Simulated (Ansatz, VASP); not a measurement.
**TaRu in VASP and in Ansatz**

```
Ta Ru
1.0
     3.08353    0.00000    0.00000
     0.00000    3.08353    0.00000
     0.00000    0.00000    3.38900
Ta Ru
1 1
Direct
  0.50000 0.50000 0.50000
  0.00000 0.00000 0.00000
```

Change from the starting cell: equal xx and yy strain of +1 %, crystal datasets.

Alike in both runs: task electric field gradients; functional LDA; k mesh 11 × 11 × 10; occupations fermi-dirac, width 0.05 eV; no spin polarisation.

```csv
,VASP,Ansatz
version,VASP 6.6.1,Ansatz 0.2.0
potentials or method,"VASP PAW LDA potentials, release 64 (Ta_pv, Ru_pv), cutoff 520 eV","all-electron PAW with datasets made for the crystal, scalar-relativistic"
```

Ansatz gave:

```
pressure (GPa)                                                : -15.0
traceless stress, the component that is largest in VASP (GPa) : 1.73
size of Vzz on the site where it differs most (V/Å²)          : 11.4
```

**Question.** What did VASP give for the same quantities?

**Answer.** Pressure (GPa): -14.3; traceless stress, the component that is largest in VASP (GPa): 1.60; size of Vzz on the site where it differs most (V/Å²): 18.8.

LDA's correlation is that of Perdew and Zunger in VASP and of Perdew and Wang (1992) in Ansatz. Ansatz ran all-electron here, and VASP with PAW potentials.

Neither program's run includes spin-orbit coupling.
